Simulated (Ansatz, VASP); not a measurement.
# PbS: VASP beside Ansatz

```
CELL_PARAMETERS angstrom
0.00000 2.96500 2.96500
2.96500 0.00000 2.96500
2.96500 2.96500 0.00000
ATOMIC_POSITIONS crystal
Pb 0.00000 0.00000 0.00000
S 0.46627 0.53373 0.53373
```

Alike in both runs: task electric field gradients; functional PBE; k mesh 7 × 7 × 7; occupations fermi-dirac, width 0.01 eV; no spin polarisation.

|  | VASP | Ansatz |
| --- | --- | --- |
| version | VASP 6.6.1 | Ansatz 0.2.0 |
| potentials or method | VASP PAW PBE potentials, release 64 (Pb_d, S) | PAW with Ansatz's default frozen-core files, scalar-relativistic |
| plane-wave cutoff (eV) | 400 | 420 |
| valence electrons in the cell | 20 | 20 |

```tsv
	VASP	Ansatz	Ansatz less VASP
gap on the k mesh at the Fermi level (eV)	1.12	1.12	-0.003
pressure (GPa)	2.8	2.9	+0.07
traceless stress, the component that is largest in VASP (GPa)	1.15	1.14	-0.002
rms of the force components (eV/Å)	0.126	0.125	-0.0008
size of Vzz on the site where it differs most (V/Å²)	79.4	82.1	+2.69
```

Atom by atom the forces differ by 0.001 eV/Å (rms over components). With one functional, cell and mesh, what is left measures potentials, basis and numerics.

Spin-orbit coupling is off throughout.
